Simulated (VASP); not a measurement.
The system is Mo11P9.

```
Mo P
1.0
     6.09504   -0.08539    0.17926
    -0.08539    6.72164    0.17039
     0.17926    0.17039    6.74637
Mo P
11 9
Direct
  0.70412 0.86466 0.15628
  0.70675 0.48144 0.90357
  0.37053 0.59707 0.15977
  0.54669 0.22992 0.29269
  0.07723 0.31193 0.35039
  0.11947 0.96312 0.11432
  0.35446 0.92819 0.48815
  0.54497 0.13680 0.83524
  0.06335 0.23436 0.75606
  0.58807 0.60755 0.51537
  0.83805 0.96435 0.50847
  0.27287 0.30252 0.03365
  0.25799 0.51152 0.60816
  0.14101 0.90483 0.77755
  0.84489 0.16938 0.07369
  0.05974 0.68512 0.41102
  0.80315 0.53020 0.20515
  0.06688 0.60538 0.90837
  0.60471 0.80824 0.77784
  0.73926 0.29455 0.57660
```

Base run:

```yaml
Program: VASP 6.6.1
Functional: PBE
Potentials_or_basis: VASP PAW PBE potentials, release 64 (Mo_sv, P)
Cutoff: 400 eV
k_mesh: 1 × 1 × 1, shifted
Occupations: fermi-dirac, width 0.0991 eV
Spin: no spin polarisation
```

Its results: band gap on the k mesh zero (an odd number of electrons rules out a gap without spin polarisation); pressure 23.2 GPa; largest force 5.097 eV/Å.

Task: The run is repeated on the same cell with these changes: cutoff from 400 eV to 520 eV; further incar settings from LREAL = Auto; ALGO = Normal; EDIFF = 1e-06; NBANDS = 116; ISYM = -1 to LREAL = Auto; ALGO = Normal; EDIFF = 1e-06; NBANDS = 116; ISYM = 0. What comes out?

Result: Band gap on the k mesh zero (an odd number of electrons rules out a gap without spin polarisation); pressure 23.8 GPa; largest force 5.097 eV/Å.

Caveats: some runs use coarse meshes; the atoms stand as in a frame of molecular dynamics.
